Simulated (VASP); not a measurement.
Input of a VASP 6.6.1 run:

Contents of INCAR:

```
SYSTEM = Ga4Sb5
PREC     = Accurate       ! precision mode
ENCUT    = 520            ! plane-wave cutoff, eV
EDIFF    = 1E-6           ! SCF threshold, eV
ISMEAR   = 0              ! smearing method
SIGMA    = 0.1            ! smearing width, eV
LREAL    = .FALSE.        ! projectors in reciprocal space
LASPH    = .TRUE.         ! aspherical terms in the spheres
NELM     = 80             ! most SCF steps
ALGO     = Normal         ! electronic algorithm
ISIF     = 2              ! what is computed and relaxed
LWAVE    = .FALSE.        ! write WAVECAR
LCHARG   = .FALSE.        ! write CHGCAR
LDIPOL   = .TRUE.       
IDIPOL   = 3            
DIPOL    = 0.5 0.5 0.500
GGA      = PS             ! functional
NBANDS   = 48             ! bands
```

KPOINTS

```
regular mesh
0
G
  8 8 1
  0 0 0
```

POSCAR

```
Ga4Sb5
1.0
    4.3212908981      0.0000000000      0.0000000000
    0.0000000000      4.3212908981      0.0000000000
    0.0000000000      0.0000000000     27.2224563901
Sb Ga
5 4
Direct
    0.0000000000      0.5000000000      0.2745247231
    0.5000000000      0.0000000000      0.3875508863
    0.0000000000      0.5000000000      0.5000000027
    0.5000000000      0.0000000000      0.6124491410
    0.0000000000      0.5000000000      0.7254753673
    0.5000000000      0.5000000000      0.3304359413
    0.0000000000      0.0000000000      0.4435182028
    0.5000000000      0.5000000000      0.5564817325
    0.0000000000      0.0000000000      0.6695640029
```

Potentials or basis: VASP PAW PBE potentials, release 64 (Sb, Ga_d).

The run is started by

```bash
$ cat potpaw_PBE.64/Sb/POTCAR potpaw_PBE.64/Ga_d/POTCAR > POTCAR
$ mpirun -np 1 vasp_std > vasp.out
```

Question: What does it give for the largest force?

Answer: 0.013 eV/Å.

Forces on the atoms (eV/Å):
```
Sb   0.000  0.000 -0.013
Sb   0.000  0.000  0.003
Sb   0.000  0.000  0.000
Sb   0.000  0.000 -0.003
Sb   0.000  0.000  0.013
Ga   0.000  0.000 -0.001
Ga   0.000  0.000  0.002
Ga   0.000  0.000 -0.002
Ga   0.000  0.000  0.001
```

Caveat: the PAW data sets were made with another functional, which shifts forces and pressure a little.
